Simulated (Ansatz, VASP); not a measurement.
K: VASP beside Ansatz

Contents of INCAR:

```
SYSTEM = K
PREC = Accurate ; ENCUT = 520
EDIFF = 1E-7 ; ISMEAR = -1
SIGMA = 0.08 ; LREAL = .False.
LASPH = .True. ; NELM = 80
ALGO = Normal ; ISIF = 2
LWAVE = .False. ; LCHARG = .False.
GGA = PE ; NBANDS = 10
```

KPOINTS

```
regular mesh
0
Gamma
  10 10 10
  0 0 0
```

The input POSCAR:

```
K
1.0
    4.0755466114      0.0000000000      0.0000000000
    0.0000000000      4.0755466114      0.0000000000
    0.0000000000      0.0000000000      4.0755466114
K
1
Direct
    0.0000000000      0.0000000000      0.0000000000
```

Input for Ansatz:

```yaml
crystal:
  lattice:
    - [4.0755466114, 0.0, 0.0]
    - [0.0, 4.0755466114, 0.0]
    - [0.0, 0.0, 4.0755466114]
  atoms:
    - { symbol: K, position: [0.0, 0.0, 0.0] }
kpoints:
  mp_grid: { grid: [10, 10, 10] }
  band_path:
    path:
      - [0.0, 0.0, 0.0]
      - [0.0, 0.5, 0.0]
      - [0.5, 0.5, 0.0]
      - [0.0, 0.0, 0.0]
      - [0.5, 0.5, 0.5]
      - [0.0, 0.5, 0.0]
      - [0.5, 0.5, 0.5]
      - [0.5, 0.5, 0.0]
    npoints: 8
scf:
  occupations: { method: fermi_dirac, width: 0.08 }
hamiltonian:
  xc: pbe
  pseudopotentials: { kind: all_electron, lapw: { basis_error: 0.001 } }
output:
  forces: true
  stress: true
  eigenvalues: true
  populations: true
  dos: { projected: true, de: 0.2, e_range: [-14, 8] }
```

Change from the starting cell: volume scaled by 0.85, LAPW.

Alike in both runs: task single point; functional PBE; k mesh 10 × 10 × 10; occupations fermi-dirac, width 0.08 eV; no spin polarisation.

|  | VASP | Ansatz |
| --- | --- | --- |
| version | VASP 6.6.1 | Ansatz 0.2.0 |
| potentials or method | VASP PAW PBE potentials, release 64 (K_sv), cutoff 520 eV | all-electron LAPW, scalar-relativistic |

```tsv
	VASP	Ansatz	Ansatz less VASP
pressure (GPa)	0.6	0.6	+0.01
```

Ansatz ran all-electron here, and VASP with PAW potentials.
